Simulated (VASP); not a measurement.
Input of a VASP 6.6.1 run:

The input INCAR:

```
SYSTEM = CdS
PREC     = Accurate       ! precision mode
ENCUT    = 500            ! plane-wave cutoff, eV
EDIFF    = 1E-6           ! SCF threshold, eV
ISMEAR   = 0              ! smearing method
SIGMA    = 0.02           ! smearing width, eV
LREAL    = .FALSE.        ! projectors in reciprocal space
LASPH    = .TRUE.         ! aspherical terms in the spheres
NELM     = 120            ! most SCF steps
ALGO     = Normal         ! electronic algorithm
ISIF     = 2              ! what is computed and relaxed
LWAVE    = .FALSE.        ! write WAVECAR
LCHARG   = .FALSE.        ! write CHGCAR
GGA      = PE             ! functional
NBANDS   = 16             ! bands
GGA_COMPAT= .FALSE.
```

File KPOINTS:

```
Automatic mesh
0
G
  8 8 8
  0 0 0
```

POSCAR

```
CdS
1.0
    0.0000000000      2.9633438406      2.9633438406
    2.9633438406      0.0000000000      2.9633438406
    2.9633438406      2.9633438406      0.0000000000
Cd S
1 1
Direct
    0.0000000000      0.0000000000      0.0000000000
    0.7500000000      0.7500000000      0.7500000000
```

Potentials or basis: VASP PAW PBE potentials, release 64 (Cd, S).

Command:

```console
$ cat potpaw_PBE.64/Cd/POTCAR potpaw_PBE.64/S/POTCAR > POTCAR
$ mpirun -np 1 vasp_std > vasp.out
```

Q: Estimate the pressure.

A: 0.3 GPa.

Q: What does it give for the band gap on the k mesh?

A: 1.04 eV, direct.
